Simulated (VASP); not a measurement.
A run of VASP 6.6.1:

Contents of INCAR:

```
SYSTEM = Fe2Ge
  PREC = Accurate
  ENCUT = 600
  EDIFF = 1E-6
  ISMEAR = -1
  SIGMA = 0.05
  LREAL = .False.
  LASPH = .True.
  NELM = 200
  ALGO = Normal
  ISIF = 2
  LWAVE = .False.
  LCHARG = .True.
  ISPIN = 2
  MAGMOM = 0 0 3 3 3 3
  LORBIT = 11
  LMAXMIX = 4
  GGA = CA
  LELF = .True.
  LVHAR = .True.
  NBANDS = 43
  GGA_COMPAT = .False.
```

File KPOINTS:

```
Automatic mesh
0
Gamma
  8 8 6
  0 0 0
```

The input POSCAR:

```
Fe2Ge
1.0
    4.1328681392      0.0000000000      0.0000000000
   -2.0664340696      3.5791687991      0.0000000000
    0.0000000000      0.0000000000      5.0087520000
Ge Fe
2 4
Direct
    0.3333333333      0.6666666667      0.7500000000
    0.6666666667      0.3333333333      0.2500000000
    0.3333333333      0.6666666667      0.2500000000
    0.6666666667      0.3333333333      0.7500000000
    0.0000000000      0.0000000000      0.5000000000
    0.0000000000      0.0000000000      0.0000000000
```

Potentials or basis: VASP PAW LDA potentials, release 64 (Ge_d, Fe).

Run with:

```console
$ cat potpaw_LDA.64/Ge_d/POTCAR potpaw_LDA.64/Fe/POTCAR > POTCAR
$ mpirun -np 1 vasp_std > vasp.out
```

Hardware: 1 thread of Intel Xeon 8259CL, on a shared host.

**Question.** How long does it take, and how much memory?

**Answer.** Run time: 11 min on 1 thread of Intel Xeon 8259CL, with other jobs on the host, peak memory 0.35 GiB. Counts: scf iterations 17, k points 40.
